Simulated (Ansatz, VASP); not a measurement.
## Na in VASP and in Ansatz

```xyz
1
Lattice="-2.0276 2.0276 2.0276 2.0276 -2.0276 2.0276 2.0276 2.0276 -2.0276" Properties=species:S:1:pos:R:3 pbc="T T T"
Na    0.0000    0.0000    0.0000
```

Alike in both runs: task single point; functional PBEsol; k mesh 17 × 17 × 17; occupations fermi-dirac, width 0.1 eV; no spin polarisation.

|  | VASP | Ansatz |
| --- | --- | --- |
| version | VASP 6.6.1 | Ansatz 0.2.0 |
| potentials or method | VASP PAW PBE potentials, release 64 (Na_pv), cutoff 520 eV | plane waves (420 eV) with PAW, scalar-relativistic |
| valence electrons in the cell | 7 | 9 |

|  | VASP | Ansatz | Ansatz less VASP |
| --- | --- | --- | --- |
| pressure (GPa) | 0.8 | 0.8 | +0.04 |

VASP's potentials were made for PBE, not for PBEsol, and Ansatz warns of the same on its side. The functional is the same, so the differences come from potentials, cutoffs and numerics. VASP's potentials hold 7 valence electrons a cell and Ansatz's 9, so a difference there can come from the potentials and not from the codes.
